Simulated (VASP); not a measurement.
A run of VASP 6.6.1 is set up as follows.

INCAR

```
PREC = Accurate
ENCUT = 600
EDIFF = 1E-7
ISMEAR = 0
SIGMA = 0.02
LREAL = False
LASPH = True
NELM = 60
ALGO = Normal
ISIF = 4
LWAVE = False
LCHARG = False
GGA = PE
IBRION = 2
NSW = 50
EDIFFG = -0.01
```

File KPOINTS:

```
regular mesh
0
Gamma
  8 8 8
```

Contents of POSCAR:

```
BaTiO3
1.0
    3.8825276156      0.0000000000      0.0000000000
    0.0000000000      3.8825276156      0.0000000000
    0.0000000000      0.0000000000      3.8962321974
Ba Ti O
1 1 3
Direct
    0.0000000000      0.0000000000      0.0052371796
    0.5000000000      0.5000000000      0.4974651546
    0.5000000000      0.5000000000      0.0150703110
    0.5000000000      0.0000000000      0.5126136774
    0.0000000000      0.5000000000      0.5126136774
```

Potentials or basis: VASP PAW PBE potentials, release 64 (Ba_sv, Ti_sv, O).

Run with:

```console
$ cat potpaw_PBE.64/Ba_sv/POTCAR potpaw_PBE.64/Ti_sv/POTCAR potpaw_PBE.64/O/POTCAR > POTCAR
$ mpirun -np 1 vasp_std > vasp.out
```

What does it give for the band gap on the k mesh?

1.92 eV (least direct gap 1.97 eV).

Step by step:
```csv
step,energy change (eV),largest force (eV/Å),pressure (GPa),volume (Å³)
1,0.0000,0.1680,23.11,58.73
2,-0.0016,0.0884,22.94,58.73
3,-0.0021,0.0763,22.84,58.73
4,-0.0032,0.0541,22.80,58.73
5,-0.0037,0.0343,22.76,58.73
6,-0.0043,0.0259,22.75,58.73
7,-0.0043,0.0275,22.74,58.73
8,-0.0043,0.0061,22.74,58.73
```

Caveat: spin-orbit coupling is left out, which moves the levels of the heavy elements. A k mesh can miss the band edges.
